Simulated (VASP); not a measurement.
The system is In2TeO2.

```xyz
5
Lattice="3.8993 0.0000 0.0000 -1.9496 3.3769 0.0000 0.0000 0.0000 6.9337" Properties=species:S:1:pos:R:3 pbc="T T T"
In    0.0000    2.2512    2.0108
In    1.9496    1.1256    4.9230
Te    0.0000    0.0000    0.0000
O     0.0000    2.2512    4.2989
O     1.9496    1.1256    2.6348
```

The cell was generated, and may not be a known phase.

| Item | Value |
| --- | --- |
| Program | VASP 6.6.1 |
| Task | relaxation of cell and atoms |
| Functional | PBE |
| Potentials or basis | VASP PAW PBE potentials, release 64 (In_d, Te, O) |
| Cutoff | 600 eV |
| k mesh | 6 × 6 × 4 |
| Occupations | gaussian, width 0.1 eV |
| Spin | no spin polarisation |

At the start: pressure -1.9 GPa; volume 18.26 Å³/atom.

Task: How do energy, volume and symmetry change on relaxing?

Result: Over 12 steps the energy falls by 49.5 meV/atom and the volume is 18.34 Å³/atom (+0.4 %); space group P-3m1 (No. 164, to 0.1 Å) before and after.

The path:
| step | energy change (eV) | largest force (eV/Å) | pressure (GPa) | volume (Å³) |
| --- | --- | --- | --- | --- |
| 1 | 0.0000 | 1.5456 | -1.87 | 91.30 |
| 2 | -0.1621 | 0.4142 | 2.06 | 88.51 |
| 3 | -0.1646 | 0.2321 | 2.73 | 88.13 |
| 4 | -0.2113 | 0.1219 | -0.16 | 91.25 |
| 5 | -0.2125 | 0.1495 | -0.69 | 91.90 |
| 6 | -0.2282 | 0.1282 | -0.30 | 91.69 |
| 7 | -0.2350 | 0.1554 | 0.08 | 91.50 |
| 8 | -0.2396 | 0.2672 | 0.96 | 91.08 |
| 9 | -0.2462 | 0.1150 | -0.10 | 92.10 |
| 10 | -0.2462 | 0.1112 | -0.12 | 92.13 |
| 11 | -0.2472 | 0.0722 | -0.02 | 91.94 |
| 12 | -0.2476 | 0.0240 | 0.11 | 91.69 |

Final structure:
```yaml
crystal:
  lattice:
    - [3.75979, 0.00000, 0.00000]
    - [-1.87989, 3.25607, 0.00000]
    - [0.00000, 0.00000, 7.48999]
  atoms:
    - { symbol: In, position: [0.33333, 0.66667, 0.31174] }
    - { symbol: In, position: [0.66667, 0.33333, 0.68826] }
    - { symbol: Te, position: [0.00000, 0.00000, 0.00000] }
    - { symbol: O, position: [0.33333, 0.66667, 0.61837] }
    - { symbol: O, position: [0.66667, 0.33333, 0.38163] }
```
